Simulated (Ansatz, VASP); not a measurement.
## Pb: VASP beside Ansatz

File POSCAR:

```
Pb
1.0
    0.0000000000      2.4608544733      2.4608544733
    2.4608544733      0.0000000000      2.4608544733
    2.4608544733      2.4608544733      0.0000000000
Pb
1
Direct
    0.0000000000      0.0000000000      0.0000000000
```

File INCAR.step1:

```
PREC = Accurate
ENCUT = 520
ISMEAR = 0
SIGMA = 0.05
LREAL = False
LASPH = True
NELM = 60
NBANDS = 13
GGA = PE
ALGO = Normal
EDIFF = 1E-4
LWAVE = True
LCHARG = False
```

File INCAR.step2:

```
PREC = Accurate
ENCUT = 520
EDIFF = 1E-6
ISMEAR = 0
SIGMA = 0.05
LREAL = False
LASPH = True
NELM = 60
ALGO = Normal
ISIF = 2
LWAVE = False
LCHARG = True
METAGGA = R2SCAN
LMIXTAU = True
LELF = True
LVHAR = True
NBANDS = 13
ISTART = 1
```

Contents of KPOINTS:

```
Automatic mesh
0
Gamma
  16 16 16
```

Input for Ansatz:

```yaml
crystal:
  lattice:
    - [0.0, 2.4608544733, 2.4608544733]
    - [2.4608544733, 0.0, 2.4608544733]
    - [2.4608544733, 2.4608544733, 0.0]
  atoms:
    - { symbol: Pb, position: [0.0, 0.0, 0.0] }
basis:
  ecutwfc: 500
  ecutrho_ratio: 4
kpoints:
  mp_grid: { grid: [16, 16, 16] }
hamiltonian:
  xc: r2scan
scf:
  occupations: { method: gaussian, width: 0.05 }
output:
  forces: true
  stress: true
  eigenvalues: true
```

Alike in both runs: task single point; functional r2SCAN; k mesh 16 × 16 × 16; occupations gaussian, width 0.05 eV; no spin polarisation.

|  | VASP | Ansatz |
| --- | --- | --- |
| version | VASP 6.6.1 | Ansatz 0.2.0 |
| potentials or method | VASP PAW PBE potentials, release 64 (Pb_d), cutoff 520 eV | scalar-relativistic, plane waves, PAW |
| valence electrons in the cell | 14 | 14 |

```csv
,VASP,Ansatz,Ansatz less VASP
gap on the k mesh at the Fermi level (eV),none,none,-
pressure (GPa),2.1,2.1,+0.01
```

VASP's potentials were made for PBE, not for r2SCAN. A gap of «none» marks a metal or a gap that the smearing closes.

Neither program's run includes spin-orbit coupling.
